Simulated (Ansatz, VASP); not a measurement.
Ba: VASP beside Ansatz

```
Ba
1.0
     3.91772    0.00000    0.00000
     0.00000    3.91772    0.00000
     0.00000    0.00000    3.91772
Ba
1
Direct
  0.00000 0.00000 0.00000
```

Alike in both runs: functional HSE06; k mesh 4 × 4 × 4; occupations fermi-dirac, width 0.05 eV; no spin polarisation.

|  | VASP | Ansatz |
| --- | --- | --- |
| version | VASP 6.6.1 | Ansatz 0.2.0 |
| potentials or method | VASP PAW PBE potentials, release 64 (Ba_sv) | Ansatz PAW |
| plane-wave cutoff (eV) | 520 | 420 |
| valence electrons in the cell | 10 | 10 |
| task | single point | projected density of states |

|  | VASP | Ansatz | Ansatz less VASP |
| --- | --- | --- | --- |
| gap on the k mesh at the Fermi level (eV) | none | none | - |
| pressure (GPa) | -0.1 | -0.2 | -0.11 |

A gap of «none» marks a metal or a gap that the smearing closes.

The k mesh is coarse, so the values compare programs but aren't converged. Spin-orbit coupling is off throughout.
